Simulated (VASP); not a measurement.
# TiO2 (C2/m) in VASP: a series of runs, part 2 of 2

VASP 6.6.1.

### 4 Single point, PBE+U (strain +0.0150 x Voigt [0, 0, 0, 1, 0, 0])

Input file INCAR:

```
SYSTEM = TiO2
ALGO = Normal ; EDIFF = 1E-7
ENCUT = 520 ; GGA = PE
ISIF = 2 ; ISMEAR = 0
LASPH = .TRUE. ; LCHARG = .TRUE.
LDAU = .TRUE. ; LDAUJ = 0 0
LDAUL = 2 -1 ; LDAUPRINT = 1
LDAUTYPE = 2 ; LDAUU = 4 0
LELF = .TRUE. ; LMAXMIX = 4
LREAL = .FALSE. ; LVHAR = .TRUE.
LWAVE = .FALSE. ; NBANDS = 33
NELM = 150 ; PREC = Accurate
SIGMA = 0.05
```

Input file KPOINTS:

```
k-points
0
G
  8 8 8
  0 0 0
```

Input file POSCAR:

```
TiO2
1.0
   -1.9089353641      1.9455980736      4.9026782761
    1.9089353641     -1.8722726546      4.8740442457
    1.9089353641      1.8722726546     -4.8740442457
Ti O
2 4
Direct
    0.0000000000      0.0000000000      0.0000000000
    0.7500000000      0.2500000000      0.5000000000
    0.2052765759      0.2052765759      0.0000000000
    0.9552765759      0.4552765759      0.5000000000
    0.5447234241      0.0447234241      0.5000000000
    0.7947234241      0.7947234241      0.0000000000
```

Potentials or basis: VASP PAW PBE potentials, release 64 (Ti_sv, O).

On the command line:

```
$ cat potpaw_PBE.64/Ti_sv/POTCAR potpaw_PBE.64/O/POTCAR > POTCAR
$ mpirun -np 1 vasp_std > vasp.out
```

OUTCAR:

```text
SYSTEM = TiO2
   EDIFF = 1E-7
   ENCUT = 520
   GGA = PE
   ISIF = 2
   ISMEAR = 0
   LASPH = .TRUE.
   LREAL = .FALSE.
   NELM = 150
   PREC = Accurate

 ion  position               nearest neighbor table
   1  0.000  0.000  0.000-   5 1.95   4 1.96   4 1.96   5 1.96   3 2.01   6 2.01
   2  0.750  0.250  0.500-   3 1.95   6 1.96   6 1.96   3 1.96   4 2.01   5 2.01
   3  0.205  0.205  0.000-   2 1.95   2 1.96   1 2.01
   4  0.955  0.455  0.500-   1 1.96   1 1.96   2 2.01
   5  0.545  0.045  0.500-   1 1.95   1 1.96   2 2.01
   6  0.795  0.795  0.000-   2 1.96   2 1.96   1 2.01

  LATTYP: Found a base centered monoclinic cell.
 ALAT       =    10.4425499189
 B/A-ratio  =     0.3656071322
 C/A-ratio  =     0.3656174147
 COS(beta)  =    -0.3515742246

  Lattice vectors:

 A1 = (  -1.9089353641,  -1.8722726546,   4.8740442457)
 A2 = (   1.9089353641,  -1.8722726546,   4.8740442457)
 A3 = (  -0.0000000000,   3.8178707282,   0.0286340304)

Analysis of symmetry for initial positions (statically):
=====================================================================
 Subroutine PRICEL returns:
 Original cell was already a primitive cell.

 Routine SETGRP: Setting up the symmetry group for a
 base centered monoclinic supercell.

 Subroutine GETGRP returns: Found  4 space group operations
 (whereof  2 operations were pure point group operations)
 out of a pool of  4 trial point group operations.

The static configuration has the point symmetry C_1h.
 The point group associated with its full space group is C_2h.

Analysis of symmetry for dynamics (positions and initial velocities):
=====================================================================
 Subroutine PRICEL returns:
 Original cell was already a primitive cell.

 Routine SETGRP: Setting up the symmetry group for a
 base centered monoclinic supercell.

 Subroutine GETGRP returns: Found  4 space group operations
 (whereof  2 operations were pure point group operations)
 out of a pool of  4 trial point group operations.

The dynamic configuration has the point symmetry C_1h.
 The point group associated with its full space group is C_2h.

 Subroutine INISYM returns: Found  4 space group operations
 (whereof  2 operations are pure point group operations),
 and found     1 'primitive' translations

[... 166 lines left out ...]

  o =  0.0999  v = -0.1119 -0.0000  0.0000 -0.9937  0.0000  0.0000  0.0000  0.0000  0.0000  0.0000      0.0000  0.0000  0.0000  0.0000  0.0000  0.0000  0.0000  0.0000  0.0000  0.0000
  o =  0.0999  v =  0.0000  0.0000  0.0000  0.0000  0.0000 -0.1119 -0.0000  0.0000 -0.9937  0.0000      0.0000  0.0000  0.0000  0.0000  0.0000  0.0000  0.0000  0.0000  0.0000  0.0000
  o =  0.1000  v = -0.0000  1.0000 -0.0080 -0.0000 -0.0021  0.0000  0.0000  0.0000  0.0000  0.0000      0.0000  0.0000  0.0000  0.0000  0.0000  0.0000  0.0000  0.0000  0.0000  0.0000
  o =  0.1000  v =  0.0000  0.0000  0.0000  0.0000  0.0000 -0.0000  1.0000 -0.0080 -0.0000 -0.0021      0.0000  0.0000  0.0000  0.0000  0.0000  0.0000  0.0000  0.0000  0.0000  0.0000
  o =  0.1038  v =  0.0000  0.0000  0.0000  0.0000  0.0000  0.9937  0.0000 -0.0000 -0.1119 -0.0000      0.0000  0.0000  0.0000  0.0000  0.0000  0.0000  0.0000  0.0000  0.0000  0.0000
  o =  0.1038  v =  0.9937  0.0000 -0.0000 -0.1119 -0.0000  0.0000  0.0000  0.0000  0.0000  0.0000      0.0000  0.0000  0.0000  0.0000  0.0000  0.0000  0.0000  0.0000  0.0000  0.0000
  o =  0.2445  v = -0.0000 -0.0079 -0.9992 -0.0000  0.0390  0.0000  0.0000  0.0000  0.0000  0.0000      0.0000  0.0000  0.0000  0.0000  0.0000  0.0000  0.0000  0.0000  0.0000  0.0000
  o =  0.2445  v =  0.0000  0.0000  0.0000  0.0000  0.0000 -0.0000 -0.0079 -0.9992 -0.0000  0.0390      0.0000  0.0000  0.0000  0.0000  0.0000  0.0000  0.0000  0.0000  0.0000  0.0000
  o =  0.2455  v =  0.0000  0.0000  0.0000  0.0000  0.0000  0.0000  0.0024  0.0390 -0.0000  0.9992      0.0000  0.0000  0.0000  0.0000  0.0000  0.0000  0.0000  0.0000  0.0000  0.0000
  o =  0.2455  v =  0.0000  0.0024  0.0390 -0.0000  0.9992  0.0000  0.0000  0.0000  0.0000  0.0000      0.0000  0.0000  0.0000  0.0000  0.0000  0.0000  0.0000  0.0000  0.0000  0.0000

atom =   2  type =  1  l = 2

 onsite density matrix

spin component  1

  0.1038 -0.0000  0.0000 -0.0004  0.0000
 -0.0000  0.1000  0.0012 -0.0000  0.0003
  0.0000  0.0012  0.2445  0.0000  0.0000
 -0.0004 -0.0000  0.0000  0.1000 -0.0000
  0.0000  0.0003  0.0000 -0.0000  0.2455

spin component  2

  0.1038 -0.0000  0.0000 -0.0004  0.0000
 -0.0000  0.1000  0.0012 -0.0000  0.0003
  0.0000  0.0012  0.2445  0.0000  0.0000
 -0.0004 -0.0000  0.0000  0.1000 -0.0000
  0.0000  0.0003  0.0000 -0.0000  0.2455

 occupancies and eigenvectors

  o =  0.0999  v = -0.1119  0.0000 -0.0000 -0.9937 -0.0000  0.0000  0.0000  0.0000  0.0000  0.0000      0.0000  0.0000  0.0000  0.0000  0.0000  0.0000  0.0000  0.0000  0.0000  0.0000
  o =  0.0999  v =  0.0000  0.0000  0.0000  0.0000  0.0000 -0.1119  0.0000 -0.0000 -0.9937 -0.0000      0.0000  0.0000  0.0000  0.0000  0.0000  0.0000  0.0000  0.0000  0.0000  0.0000
  o =  0.1000  v =  0.0000  1.0000 -0.0080  0.0000 -0.0021  0.0000  0.0000  0.0000  0.0000  0.0000      0.0000  0.0000  0.0000  0.0000  0.0000  0.0000  0.0000  0.0000  0.0000  0.0000
  o =  0.1000  v =  0.0000  0.0000  0.0000  0.0000  0.0000  0.0000  1.0000 -0.0080  0.0000 -0.0021      0.0000  0.0000  0.0000  0.0000  0.0000  0.0000  0.0000  0.0000  0.0000  0.0000
  o =  0.1038  v =  0.0000  0.0000  0.0000  0.0000  0.0000  0.9937 -0.0000 -0.0000 -0.1119 -0.0000      0.0000  0.0000  0.0000  0.0000  0.0000  0.0000  0.0000  0.0000  0.0000  0.0000
  o =  0.1038  v =  0.9937 -0.0000 -0.0000 -0.1119 -0.0000  0.0000  0.0000  0.0000  0.0000  0.0000      0.0000  0.0000  0.0000  0.0000  0.0000  0.0000  0.0000  0.0000  0.0000  0.0000
  o =  0.2445  v = -0.0000 -0.0079 -0.9992 -0.0000  0.0390  0.0000  0.0000  0.0000  0.0000  0.0000      0.0000  0.0000  0.0000  0.0000  0.0000  0.0000  0.0000  0.0000  0.0000  0.0000
  o =  0.2445  v =  0.0000  0.0000  0.0000  0.0000  0.0000 -0.0000 -0.0079 -0.9992 -0.0000  0.0390      0.0000  0.0000  0.0000  0.0000  0.0000  0.0000  0.0000  0.0000  0.0000  0.0000
  o =  0.2455  v =  0.0000  0.0000  0.0000  0.0000  0.0000  0.0000  0.0024  0.0390  0.0000  0.9992      0.0000  0.0000  0.0000  0.0000  0.0000  0.0000  0.0000  0.0000  0.0000  0.0000
  o =  0.2455  v =  0.0000  0.0024  0.0390  0.0000  0.9992  0.0000  0.0000  0.0000  0.0000  0.0000      0.0000  0.0000  0.0000  0.0000  0.0000  0.0000  0.0000  0.0000  0.0000  0.0000

 number of electron      47.9999994 magnetization

 Free energy of the ion-electron system (eV)
  ---------------------------------------------------
  ext. energy  EPLUGINS =         0.00000000
  ---------------------------------------------------
  free energy    TOTEN  =       -48.49599942 eV

  energy without entropy =      -48.49599942  energy(sigma->0) =      -48.49599942

 E-fermi :   3.4375     XC(G=0): -10.5144

 val. band max:        3.1985808589   @ k =  -0.3750   0.3750   0.0000
 cond. band min:       5.8823576176   @ k =   0.0000   0.0000   0.0000
 fundamental gap:      2.6837767587
 Fermi energy:         3.4374936997

 k-point     1 :       0.0000    0.0000    0.0000
  band No.  band energies     occupation
      1     -54.2956      2.00000
      2     -54.2511      2.00000
      3     -30.6460      2.00000
      4     -30.4488      2.00000
      5     -30.4487      2.00000
      6     -30.3950      2.00000
[... 853 lines left out ...]
     32       9.4099      0.00000
     33      10.1304      0.00000

 [... further k-points ...]
[... 5 lines left out ...]
  --------------------------------------------------------------------------------------
  -------------------------------------------------------------------------------------
  Total        1.9936630      2.0050217      1.5929368      0.0000000     -0.6410115      0.0000000
  in kB       44.8312680     45.0866905     35.8201861      0.0000000    -14.4143513      0.0000000
  external PRESSURE =      41.9127149 kB  Pullay stress =       0.0000000 kB

 VOLUME and BASIS-vectors are now :
 -----------------------------------------------------------------------------
  energy-cutoff  :      520.00
  volume of cell :       71.25
      direct lattice vectors                 reciprocal lattice vectors
    -1.908935364  1.945598074  4.902678276     0.000000000  0.261173665  0.100324964
     1.908935364 -1.872272655  4.874044246     0.261926103 -0.000767171  0.102289520
     1.908935364  1.872272655 -4.874044246     0.261926103  0.261940837 -0.001964556

 POSITION                                       TOTAL-FORCE (eV/Angst)
 -----------------------------------------------------------------------------------
      0.00000      0.00000      0.00000        -0.000000      0.071239     -0.004890
     -0.00000      1.92727      2.45850         0.000000     -0.071239      0.004890
      0.00000      0.01505      2.00693         0.000000     -0.102762      0.149930
      0.00000      1.94232      4.46543        -0.000000      0.024497      0.150892
      0.00000      1.91221      0.45157         0.000000      0.102762     -0.149930
      0.00000      0.05827      7.76979         0.000000     -0.024497     -0.150892
 -----------------------------------------------------------------------------------
    total drift:                                0.000000      0.000000     -0.000000

  FREE ENERGIE OF THE ION-ELECTRON SYSTEM (eV)
  ---------------------------------------------------
  free  energy   TOTEN  =       -48.4959994243 eV

  energy  without entropy=      -48.4959994243  energy(sigma->0) =      -48.49599942
```

Wall time 7.3 min (1 thread of AMD EPYC 9R45 (Zen 5), shared host); peak memory 0.41 GiB.

Results:

| Item | Value |
| --- | --- |
| Free energy | -48.4960 eV |
| Pressure | 4.2 GPa |
| Largest force | 0.182 eV/Å |
| Band gap on the k mesh | 2.68 eV, indirect (least direct gap 2.95 eV) |

Forces in eV/Å, atoms in the order of the input:
```
Ti   0.000  0.071 -0.005
Ti   0.000 -0.071  0.005
O    0.000 -0.103  0.150
O    0.000  0.024  0.151
O    0.000  0.103 -0.150
O    0.000 -0.024 -0.151
```

Eigenvalues of the final occupation matrices:
```csv
site,spin,trace,eigenvalues
site 1 d,1,0.79,0.10 0.10 0.10 0.24 0.25
site 1 d,2,0.79,0.10 0.10 0.10 0.24 0.25
site 2 d,1,0.79,0.10 0.10 0.10 0.24 0.25
site 2 d,2,0.79,0.10 0.10 0.10 0.24 0.25
```

Caveat: the cell differs from its parent crystal (strain +0.0150 x Voigt [0, 0, 0, 1, 0, 0]). A k mesh can miss the band edges.

### 5 Single point, PBE+U (strain +0.0050 x Voigt [0, 0, 0, 1, 0, 0])

Input file INCAR:

```
  PREC = Accurate
  ENCUT = 520
  EDIFF = 1E-6
  ISMEAR = 0
  SIGMA = 0.05
  LREAL = F
  LASPH = T
  NELM = 150
  ALGO = Normal
  ISIF = 2
  LWAVE = F
  LCHARG = F
  LMAXMIX = 4
  LDAU = T
  LDAUTYPE = 2
  LDAUL = 2 -1
  LDAUU = 4 0
  LDAUJ = 0 0
  LDAUPRINT = 1
  GGA = PE
  NBANDS = 33
```

Input file KPOINTS:

```
Automatic mesh
0
Gamma
  8 8 8
```

Changes to POSCAR since step 4:

```diff
@@ -2,5 +2,5 @@
 1.0
-   -1.9089353641      1.9455980736      4.9026782761
-    1.9089353641     -1.8722726546      4.8740442457
-    1.9089353641      1.8722726546     -4.8740442457
+   -1.9089353641      1.9211562673      4.8931335993
+    1.9089353641     -1.8967144609      4.8835889225
+    1.9089353641      1.8967144609     -4.8835889225
 Ti O
```

Potentials or basis: VASP PAW PBE potentials, release 64 (Ti_sv, O).

On the command line:

```
$ cat potpaw_PBE.64/Ti_sv/POTCAR potpaw_PBE.64/O/POTCAR > POTCAR
$ mpirun -np 1 vasp_std > vasp.out
```

OUTCAR:

```text
PREC = Accurate
   ENCUT = 520
   EDIFF = 1E-6
   ISMEAR = 0
   LREAL = F
   LASPH = T
   NELM = 150
   ISIF = 2
   GGA = PE

 ion  position               nearest neighbor table
   1  0.000  0.000  0.000-   5 1.96   4 1.96   4 1.96   5 1.96   3 2.01   6 2.01
   2  0.750  0.250  0.500-   3 1.96   6 1.96   6 1.96   3 1.96   4 2.01   5 2.01
   3  0.205  0.205  0.000-   2 1.96   2 1.96   1 2.01
   4  0.955  0.455  0.500-   1 1.96   1 1.96   2 2.01
   5  0.545  0.045  0.500-   1 1.96   1 1.96   2 2.01
   6  0.795  0.795  0.000-   2 1.96   2 1.96   1 2.01

  LATTYP: Found a base centered monoclinic cell.
[... 1144 lines left out ...]
  -------------------------------------------------------------------------------------
  Total        2.0043644      2.0056459      1.5975007      0.0000000     -0.2135612      0.0000000
  in kB       45.0696562     45.0984721     35.9210157      0.0000000     -4.8020853      0.0000000
  external PRESSURE =      42.0297147 kB  Pullay stress =       0.0000000 kB

 VOLUME and BASIS-vectors are now :
 -----------------------------------------------------------------------------
  energy-cutoff  :      520.00
  volume of cell :       71.25
      direct lattice vectors                 reciprocal lattice vectors
    -1.908935364  1.921156267  4.893133599     0.000000000  0.261672029  0.101629586
     1.908935364 -1.896714461  4.883588923     0.261926103 -0.000255711  0.102284405
     1.908935364  1.896714461 -4.883588923     0.261926103  0.261927740 -0.000654819

 POSITION                                       TOTAL-FORCE (eV/Angst)
 -----------------------------------------------------------------------------------
      0.00000      0.00000      0.00000         0.000000      0.023730     -0.000537
     -0.00000      1.91505      2.44895        -0.000000     -0.023730      0.000537
      0.00000      0.00502      2.00693        -0.000000     -0.034240      0.150287
      0.00000      1.92006      4.45589         0.000000      0.008174      0.150389
      0.00000      1.91003      0.44202         0.000000      0.034240     -0.150287
      0.00000      0.01942      7.76979        -0.000000     -0.008174     -0.150389
 -----------------------------------------------------------------------------------
    total drift:                                0.000000      0.000000     -0.000000

  FREE ENERGIE OF THE ION-ELECTRON SYSTEM (eV)
  ---------------------------------------------------
  free  energy   TOTEN  =       -48.5003372568 eV

  energy  without entropy=      -48.5003372568  energy(sigma->0) =      -48.50033726
```

stdout:

```text
POSCAR found type information on POSCAR TiO
 POSCAR found :  2 types and       6 ions
 scaLAPACK will be used
 LDA part: xc-table for (Slater+PW92), standard interpolation
 POSCAR, INCAR and KPOINTS ok, starting setup
 FFT: planning ... GRIDC
 FFT: planning ... GRID_SOFT
 FFT: planning ... GRID
 WAVECAR not read
 entering main loop
```

Wall time 10 min (1 thread of Intel Xeon Platinum 8488C (Sapphire Rapids), shared host); peak memory 0.44 GiB.

Results:

| Item | Value |
| --- | --- |
| Free energy | -48.5003 eV |
| Pressure | 4.2 GPa |
| Largest force | 0.154 eV/Å |
| Band gap on the k mesh | 2.68 eV, indirect (least direct gap 2.95 eV) |

Forces in eV/Å, atoms in the order of the input:
```
Ti   0.000  0.024 -0.001
Ti   0.000 -0.024  0.001
O    0.000 -0.034  0.150
O    0.000  0.008  0.150
O    0.000  0.034 -0.150
O    0.000 -0.008 -0.150
```

Eigenvalues of the final occupation matrices:
```
    site  spin  trace               eigenvalues
site 1 d     1   0.79  0.10 0.10 0.10 0.24 0.25
site 1 d     2   0.79  0.10 0.10 0.10 0.24 0.25
site 2 d     1   0.79  0.10 0.10 0.10 0.24 0.25
site 2 d     2   0.79  0.10 0.10 0.10 0.24 0.25
```

Caveat: the cell differs from its parent crystal (strain +0.0050 x Voigt [0, 0, 0, 1, 0, 0]).

### 6 The runs side by side

| cell | gap on the mesh (eV) | pressure (GPa) | largest force (eV/Å) |
| --- | --- | --- | --- |
| a = 5.588, b = 5.580, c = 5.580 Å, angles 140.0, 140.0, 57.8°, 6 atoms | 2.68 | 4.2 | 0.15 |
| a = 5.605, b = 5.563, c = 5.563 Å, angles 139.9, 140.0, 57.8°, 6 atoms | 2.68 | 4.2 | 0.17 |
| a = 5.609, b = 5.559, c = 5.559 Å, angles 139.8, 140.0, 57.8°, 6 atoms | 2.68 | 4.2 | 0.18 |
| a = 5.593, b = 5.576, c = 5.576 Å, angles 140.0, 140.0, 57.8°, 6 atoms | 2.68 | 4.2 | 0.15 |

Alike in all rows: task single point; level PBE+U; potentials or basis VASP PAW PBE potentials, release 64 (Ti_sv, O); no spin polarisation; Ti d U = 4.0 eV; k mesh 8 × 8 × 8; cutoff (eV) 520; smearing gaussian 0.05 eV.

Absolute energies hang on the potentials; compare differences alone.
